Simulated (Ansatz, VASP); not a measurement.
## Al: VASP beside Ansatz

```
CELL_PARAMETERS angstrom
2.79546 0.00000 0.00000
-1.39773 2.42094 0.00000
0.00000 0.00000 9.55431
ATOMIC_POSITIONS crystal
Al 0.00000 0.00000 0.00000
Al 0.33333 0.66667 0.25000
Al 0.00000 0.00000 0.50000
Al 0.66667 0.33333 0.75000
```

Alike in both runs: task single point; functional PBE; dispersion D3(BJ); k mesh 18 × 18 × 6; occupations gaussian, width 0.15 eV; no spin polarisation.

```csv
,VASP,Ansatz
version,VASP 6.6.1,Ansatz 0.2.0
potentials or method,"VASP PAW PBE potentials, release 64 (Al), cutoff 520 eV","scalar-relativistic, plane waves, PAW"
valence electrons in the cell,12,12
```

```csv
,VASP,Ansatz,Ansatz less VASP
gap on the k mesh at the Fermi level (eV),none,none,-
pressure (GPa),-1.4,-1.4,+0.01
"traceless stress, the component that is largest in VASP (GPa)",-2.08,-2.08,-0.005
```

A gap of «none» marks a metal or a gap that the smearing closes.
